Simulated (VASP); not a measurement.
A run of VASP 6.6.1 is set up as follows.

File INCAR:

```
ALGO = Normal
EDIFF = 1E-6
EDIFFG = -0.08
ENCUT = 600
GGA = PE
IBRION = 2
ISIF = 3
ISMEAR = 0
LASPH = True
LCHARG = False
LREAL = False
LWAVE = False
NELM = 100
NSW = 36
PREC = Accurate
SIGMA = 0.2
```

KPOINTS

```
k-points
0
Gamma
  4 4 4
```

Contents of POSCAR:

```
Mo2W3
1.0
    2.2625000000      1.3062549800      4.6186666700
   -2.2625000000      1.3062549800      4.6186666700
    0.0000000000     -2.6125099700      4.6186666700
Mo W
2 3
Direct
    0.6000000000      0.6000000000      0.6000000000
    0.4000000000      0.4000000000      0.4000000000
    0.2000000000      0.2000000000      0.2000000000
    0.0000000000      0.0000000000      0.0000000000
    0.8000000000      0.8000000000      0.8000000000
```

Potentials or basis: VASP PAW PBE potentials, release 64 (Mo_sv, W_sv).

Command:

```bash
$ cat potpaw_PBE.64/Mo_sv/POTCAR potpaw_PBE.64/W_sv/POTCAR > POTCAR
$ mpirun -np 1 vasp_std > vasp.out
```

Estimate the relaxed volume.

16.03 Å³/atom.

What does it give for the band gap on the k mesh?

Zero (bands 35 and 36 overlap by 2.91 eV).

What does it give for the relaxed cell?

a = 5.272 Å, b = 5.272 Å, c = 5.272 Å, α = 50.41°, β = 50.41°, γ = 50.41°.

Predict the space group after relaxing (to 0.1 Å).

R-3m (No. 166).

Step by step:
```tsv
step	energy change (eV)	largest force (eV/Å)	pressure (GPa)	volume (Å³)
1	0.0000	0.0308	-6.13	81.90
2	0.3408	0.1541	23.70	74.69
3	-0.0352	0.0206	-0.12	80.15
```

Caveat: the k points lie up to 0.42 Å⁻¹ apart in the final cell, too coarse for converged energies and pressures of a metal; spin-orbit coupling is left out, which moves the levels of the heavy elements.
